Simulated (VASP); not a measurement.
# TiAl (P-6m2) in VASP: a series of runs

The runs below take TiAl through single point, with PBE.

All numbers are computed with VASP 6.6.1; they aren't measurements. Logs are shortened: lines on timing, memory, paths and dates and some standing lists are left out, and cuts for length are marked.

**1. The cell of the first run**

The structure is hexagonal, space group P-6m2 (No. 187). Conventional cell: a = 2.881 Å, b = 2.881 Å, c = 4.927 Å, α = 90.00°, β = 90.00°, γ = 120.00°. Ti (site symmetry -6m2) has 6 Ti at 2.88 Å and 6 Al at 2.97 Å within 3.8 Å. Within 3.8 Å of Al (site symmetry -6m2) lie 6 Al at 2.88 Å and 6 Ti at 2.97 Å.

**2. Single point, PBE**

Input file INCAR:

```
ALGO = Fast
EDIFF = 1E-6
ENCUT = 520
GGA = PE
ISIF = 2
ISMEAR = 0
LASPH = True
LCHARG = False
LREAL = False
LWAVE = False
NBANDS = 14
NELM = 80
PREC = Accurate
SIGMA = 0.15
```

Input file KPOINTS:

```
k-points
0
Gamma
  18 18 10
```

Input file POSCAR:

```
TiAl
1.0
    2.8809683428      0.0000000000      0.0000000000
   -1.4404841714      2.4949917724      0.0000000000
    0.0000000000      0.0000000000      4.9273000000
Ti Al
1 1
Direct
    0.0000000000      0.0000000000      0.0000000000
    0.3333333333      0.6666666667      0.5000000000
```

Potentials or basis: VASP PAW PBE potentials, release 64 (Ti_sv, Al).

Command:

```console
cat potpaw_PBE.64/Ti_sv/POTCAR potpaw_PBE.64/Al/POTCAR > POTCAR
mpirun -np 1 vasp_std > vasp.out
```

OUTCAR:

```text
EDIFF = 1E-6
   ENCUT = 520
   GGA = PE
   ISIF = 2
   ISMEAR = 0
   LASPH = True
   LREAL = False
   NELM = 80
   PREC = Accurate

 ion  position               nearest neighbor table
   1  0.000  0.000  0.000-   2 2.97   2 2.97   2 2.97   2 2.97   2 2.97   2 2.97
   2  0.333  0.667  0.500-   1 2.97   1 2.97   1 2.97   1 2.97   1 2.97   1 2.97

  LATTYP: Found a hexagonal cell.
 ALAT       =     2.8809683428
 C/A-ratio  =     1.7102930035

  Lattice vectors:

 A1 = (   2.8809683428,   0.0000000000,   0.0000000000)
 A2 = (  -1.4404841714,   2.4949917724,   0.0000000000)
 A3 = (   0.0000000000,   0.0000000000,   4.9273000000)

Analysis of symmetry for initial positions (statically):
=====================================================================
 Subroutine PRICEL returns:
 Original cell was already a primitive cell.

 Routine SETGRP: Setting up the symmetry group for a
 hexagonal supercell.

 Subroutine GETGRP returns: Found 12 space group operations
 (whereof 12 operations were pure point group operations)
 out of a pool of 24 trial point group operations.

The static configuration has the point symmetry D_3h.

Analysis of symmetry for dynamics (positions and initial velocities):
=====================================================================
 Subroutine PRICEL returns:
 Original cell was already a primitive cell.

 Routine SETGRP: Setting up the symmetry group for a
 hexagonal supercell.

 Subroutine GETGRP returns: Found 12 space group operations
 (whereof 12 operations were pure point group operations)
 out of a pool of 24 trial point group operations.

The dynamic configuration has the point symmetry D_3h.

 Subroutine INISYM returns: Found 12 space group operations
 (whereof 12 operations are pure point group operations),
 and found     1 'primitive' translations

----------------------------------------------------------------------------------------

                                     Primitive cell

  volume of cell :      35.4174

  direct lattice vectors                    reciprocal lattice vectors
     2.880968343  0.000000000  0.000000000     0.347105515  0.200401462  0.000000000
    -1.440484171  2.494991772  0.000000000     0.000000000  0.400802925  0.000000000
     0.000000000  0.000000000  4.927300000     0.000000000  0.000000000  0.202950906

  length of vectors
     2.880968343  2.880968343  4.927300000     0.400802925  0.400802925  0.202950906

  position of ions in fractional coordinates (direct lattice)
     0.000000000  0.000000000  0.000000000
     0.333333333  0.666666667  0.500000000

  ion indices of the primitive-cell ions
   primitive index   ion index
                 1           1
                 2           2

----------------------------------------------------------------------------------------

 KPOINTS: k-points

Automatic generation of k-mesh.
 Grid dimensions read from file:
 generate k-points for:   18   18   10

 Generating k-lattice:

  Cartesian coordinates                     Fractional coordinates (reciprocal lattice)
     0.019283640  0.011133415  0.000000000     0.055555556 -0.000000000  0.000000000
     0.000000000  0.022266829  0.000000000     0.000000000  0.055555556  0.000000000
     0.000000000  0.000000000  0.020295091     0.000000000  0.000000000  0.100000000

  Length of vectors
     0.022266829  0.022266829  0.020295091

  Shift w.r.t. Gamma in fractional coordinates (k-lattice)
     0.000000000  0.000000000  0.000000000

 Subroutine IBZKPT returns following result:
 ===========================================

 Found    222 irreducible k-points:

 Following reciprocal coordinates:
            Coordinates               Weight
  0.000000  0.000000  0.000000      1.000000
  0.055556  0.000000  0.000000      6.000000
  0.111111  0.000000  0.000000      6.000000
  0.166667  0.000000  0.000000      6.000000
  0.222222 -0.000000  0.000000      6.000000
  0.277778  0.000000  0.000000      6.000000
[... 16 lines left out ...]
  0.333333  0.111111  0.000000     12.000000
  0.388889  0.111111  0.000000     12.000000
 [... further k-points ...]
   k-points           NKPTS =    222   k-points in BZ     NKDIM =    222   number of bands    NBANDS=     14
   number of dos      NEDOS =    301   number of ions     NIONS =      2
   total plane-waves  NPLWV =  23040
   dimension x,y,z NGX =    24 NGY =   24 NGZ =   40
   dimension x,y,z NGXF=    48 NGYF=   48 NGZF=   80
   ions per type =               1   1
   NGX,Y,Z   is equivalent  to a cutoff of  13.85, 13.85, 13.50 a.u.
   NGXF,Y,Z  is equivalent  to a cutoff of  27.70, 27.70, 26.99 a.u.
 SYSTEM =  unknown system
   PREC   = accura    normal or accurate (medium, high low for compatibility)
   ISTART =      0    job   : 0-new  1-cont  2-samecut
   ICHARG =      2    charge: 1-file 2-atom 10-const
   ISPIN  =      1    spin polarized calculation?
   LNONCOLLINEAR =      F non collinear calculations
   LSORBIT =      F    spin-orbit coupling
   LASPH  =      T    aspherical Exc in radial PAW
   ENCUT  =  520.0 eV  38.22 Ry    6.18 a.u.   5.36  5.36  9.16*2*pi/ulx,y,z
   NELM   =     80;   NELMIN=  2; NELMDL= -5     # of ELM steps
   EDIFF  = 0.1E-05   stopping-criterion for ELM
   LREAL  =      F    real-space projection
   EDIFFG = 0.1E-04   stopping-criterion for IOM
   NSW    =      0    number of steps for IOM
   IBRION =     -1    ionic relax: 0-MD 1-quasi-New 2-CG
   NFREE  =      0    steps in history (QN), initial steepest desc. (CG)
   ISIF   =      2    stress and relaxation
   ISYM   =      2    0-nonsym 1-usesym 2-fastsym
   POTIM  = 0.5000    time-step for ionic-motion
   TEBEG  =    0.0;   TEEND  =   0.0 temperature during run
   PSTRESS=    0.0 pullay stress
   NELECT =      15.0000    total number of electrons
   NUPDOWN=      -1.0000    fix difference up-down
   EMIN   =  10.00;   EMAX   =-10.00  energy-range for DOS
   EFERMI =   0.00;   METHOD = LEGACY
   ISMEAR =     0;   SIGMA  =   0.15  broadening in eV -4-tet -1-fermi 0-gaus
   EFERMI_NEDOS =   21; number of points for ismear=-14 and -15
   IALGO  =     68    algorithm
   IMIX   =      4    mixing-type and parameters
     AMIX     =   0.40;   BMIX     =  1.00
     AMIX_MAG =   1.60;   BMIX_MAG =  1.00
  volume/ion in A,a.u.               =      17.71       119.50
  Fermi-wavevector in a.u.,A,eV,Ry     =   1.229418  2.323264 20.564793  1.511470
  Thomas-Fermi vector in A             =   2.364306
   LORBIT       =      0    0 simple, 1 ext, 2 COOP (PROOUT), +10 PAW based schemes
   GGA     = PE    functional components
   LHFCALC =     F    Hartree Fock is set to
   AEXX    =    0.0000 exact exchange contribution
   IVDW    =     0    specifies the selected vdW correction
   LEPSILON=     F    determine dielectric tensor
   LRPA    =     F    only Hartree local field effects (RPA)
 non-spin polarized calculation
 RMM-DIIS sequential band-by-band and
 Gauss-broadening in eV      SIGMA  =   0.15
  energy-cutoff  :      520.00
  volume of cell :       35.42
 maximum number of plane-waves:       973
 NGX is ok and might be reduce to    24
   NGX = 11   NGY = 11   NGZ = 19

 number of electron      15.0000000 magnetization

 Free energy of the ion-electron system (eV)
  ---------------------------------------------------
  ext. energy  EPLUGINS =         0.00000000
  ---------------------------------------------------
  free energy    TOTEN  =       -12.02294516 eV

  energy without entropy =      -11.99724383  energy(sigma->0) =      -12.01009449

 E-fermi :   7.3012     XC(G=0): -10.6721

 val. band max:        7.3008855163   @ k =   0.3333   0.2778   0.3000
 cond. band min:       7.3038269348   @ k =   0.3333   0.3333   0.3000
 fundamental gap:      0.0029414185
 Fermi energy:         7.3012140640

 k-point     1 :       0.0000    0.0000    0.0000
  band No.  band energies     occupation
      1     -49.3680      2.00000
      2     -25.6827      2.00000
      3     -25.2732      2.00000
      4     -25.2732      2.00000
      5      -1.4488      2.00000
      6       4.8461      2.00000
      7       5.1548      2.00000
      8       8.5163      0.00000
      9       8.5163      0.00000
     10       9.9784      0.00000
     11       9.9784      0.00000
     12      10.3752      0.00000
     13      20.1680      0.00000
     14      20.1687      0.00000

 k-point     2 :       0.0556    0.0000    0.0000
  band No.  band energies     occupation
      1     -49.3653      2.00000
      2     -25.6801      2.00000
      3     -25.2901      2.00000
      4     -25.2771      2.00000
      5      -1.3731      2.00000
      6       4.9325      2.00000
      7       5.1767      2.00000
      8       8.4469      0.00000
      9       8.5773      0.00000
     10       9.9587      0.00000
     11       9.9802      0.00000
     12      10.3963      0.00000
     13      18.7649      0.00000
     14      19.3308      0.00000

 k-point     3 :       0.1111    0.0000    0.0000
  band No.  band energies     occupation
      1     -49.3577      2.00000
      2     -25.6727      2.00000
      3     -25.3384      2.00000
      4     -25.2880      2.00000
      5      -1.1473      2.00000
      6       5.1818      2.00000
      7       5.2399      2.00000
      8       8.2571      0.00000
      9       8.7566      0.00000
     10       9.9024      0.00000
     11       9.9910      0.00000
     12      10.4563      0.00000
     13      16.8891      0.00000
     14      18.4019      0.00000
[... 324 lines left out ...]
 k-point    23 :       0.3333    0.1111    0.0000
  band No.  band energies     occupation
      1     -49.2866      2.00000
      2     -25.7414      2.00000
      3     -25.6036      2.00000
      4     -25.4210      2.00000
      5       2.2756      2.00000
      6       5.8972      2.00000
      7       6.2053      2.00000
      8       6.9090      1.99978
      9       8.9865      0.00000
     10       9.8770      0.00000
     11      10.9601      0.00000
     12      11.1820      0.00000
     13      12.1051      0.00000
     14      13.3634      0.00000

 k-point    24 :       0.3889    0.1111    0.0000
  band No.  band energies     occupation
      1     -49.2793      2.00000
      2     -25.7810      2.00000
      3     -25.5965      2.00000
      4     -25.4348      2.00000
      5       3.2508      2.00000
      6       5.4901      2.00000
      7       5.9784      2.00000
      8       6.5473      2.00000
      9       8.8691      0.00000
     10      10.1022      0.00000
     11      10.9095      0.00000
     12      11.5301      0.00000
     13      12.5120      0.00000
     14      13.3615      0.00000

 [... further k-points ...]
[... 5 lines left out ...]
  --------------------------------------------------------------------------------------
  -------------------------------------------------------------------------------------
  Total       -0.6699752     -0.6699752     -2.5143646      0.0000000      0.0000000      0.0000000
  in kB      -30.3076817    -30.3076817   -113.7423562      0.0000000      0.0000000      0.0000000
  external PRESSURE =     -58.1192398 kB  Pullay stress =       0.0000000 kB

 VOLUME and BASIS-vectors are now :
 -----------------------------------------------------------------------------
  energy-cutoff  :      520.00
  volume of cell :       35.42
      direct lattice vectors                 reciprocal lattice vectors
     2.880968343  0.000000000  0.000000000     0.347105515  0.200401462  0.000000000
    -1.440484171  2.494991772  0.000000000     0.000000000  0.400802925  0.000000000
     0.000000000  0.000000000  4.927300000     0.000000000  0.000000000  0.202950906

 POSITION                                       TOTAL-FORCE (eV/Angst)
 -----------------------------------------------------------------------------------
      0.00000      0.00000      0.00000        -0.000000      0.000000      0.000000
     -0.00000      1.66333      2.46365         0.000000     -0.000000      0.000000
 -----------------------------------------------------------------------------------
    total drift:                                0.000000     -0.000000      0.000000

  FREE ENERGIE OF THE ION-ELECTRON SYSTEM (eV)
  ---------------------------------------------------
  free  energy   TOTEN  =       -12.0229451570 eV

  energy  without entropy=      -11.9972438297  energy(sigma->0) =      -12.01009449
```

Run time: 2.5 min. Hardware: 1 thread of AMD EPYC 9R45 (Zen 5), shared host; peak memory 0.21 GiB.

What came out:

| Quantity | Value |
| --- | --- |
| Free energy | -12.0229 eV |
| Pressure | -5.8 GPa |

**3. Single point, PBE**

This run uses another cell than the first one, of 17.64 Å³/atom, 0.996 times its volume.

Input file INCAR:

```
  ALGO = Normal
  EDIFF = 1E-6
  ENCUT = 520
  GGA = PE
  ISIF = 2
  ISMEAR = 0
  LASPH = True
  LCHARG = True
  LELF = True
  LREAL = False
  LVHAR = True
  LWAVE = False
  NBANDS = 14
  NELM = 100
  PREC = Accurate
  SIGMA = 0.15
```

KPOINTS is that of step 2.

Input file POSCAR:

```
TiAl
1.0
    2.9170000000      0.0000000000      0.0000000000
   -1.4585000000      2.5261961028      0.0000000000
    0.0000000000      0.0000000000      4.7879000000
Ti Al
1 1
Direct
    0.0000000000      0.0000000000      0.0000000000
    0.3333333333      0.6666666667      0.5000000000
```

Potentials or basis: VASP PAW PBE potentials, release 64 (Ti_sv, Al).

Command:

```console
cat potpaw_PBE.64/Ti_sv/POTCAR potpaw_PBE.64/Al/POTCAR > POTCAR
mpirun -np 1 vasp_std > vasp.out
```

It took 56 s on 1 thread of AMD EPYC 9R45 (Zen 5), shared host; peak memory 0.21 GiB.

It converged, with:

| Property | Result |
| --- | --- |
| Free energy | -12.0617 eV |
| Pressure | -5.3 GPa |

Stress tensor (GPa, compression positive):
```
-4.33  0.00  0.00
 0.00 -4.33  0.00
 0.00  0.00 -7.32
```

Levels at points of the mesh, in eV from the Fermi level:
```csv
k point,band 3,band 4,band 5,band 6,band 7,band 8,band 9,band 10,band 11,band 12
"(0.00, 0.00, 0.00)",-32.60,-32.60,-8.67,-2.26,-1.85,1.21,1.21,2.59,2.59,3.54
"(0.50, 0.00, 0.00)",-32.89,-32.71,-3.55,-2.79,-1.40,-0.91,1.98,3.67,3.72,3.97
"(0.00, 0.00, 0.50)",-32.60,-32.60,-7.85,-5.15,-0.43,1.22,1.22,2.53,2.53,6.46
"(0.50, 0.00, 0.50)",-32.89,-32.71,-3.49,-2.36,-1.72,0.45,0.90,1.81,2.67,3.67
```
